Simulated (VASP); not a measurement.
Here is a VASP 6.6.1 calculation.

The input INCAR:

```
PREC = Accurate ; ENCUT = 520
EDIFF = 1E-7 ; ISMEAR = 0
SIGMA = 0.1 ; LREAL = False
LASPH = True ; NELM = 100
ALGO = Normal ; ISIF = 2
LWAVE = False ; LCHARG = False
GGA = PE ; NBANDS = 22
```

The input KPOINTS:

```
Automatic mesh
0
Gamma
  14 14 10
```

Contents of POSCAR:

```
LiInC3
1.0
    1.4699929734     -6.4619429710      0.0000000000
    1.4699929734      6.4619429710      0.0000000000
    0.0000000000      0.0000000000      4.2783105505
Li In C
1 1 3
Direct
    0.0000000000      0.0000000000      0.5000000000
    0.5000000000      0.5000000000      0.0000000000
    0.5000000000      0.5000000000      0.5000000000
    0.5000000000      0.0000000000      0.0000000000
    0.0000000000      0.5000000000      0.0000000000
```

Potentials or basis: VASP PAW PBE potentials, release 64 (Li_sv, In_d, C).

The run is started by

```sh
$ cat potpaw_PBE.64/Li_sv/POTCAR potpaw_PBE.64/In_d/POTCAR potpaw_PBE.64/C/POTCAR > POTCAR
$ mpirun -np 1 vasp_std > vasp.out
```

Predict the band gap on the k mesh.

zero (band 14 reaches 2.95 eV, above the bottom of band 15 at 1.27 eV).

Caveat: spin-orbit coupling is left out, which moves the levels of the heavy elements.
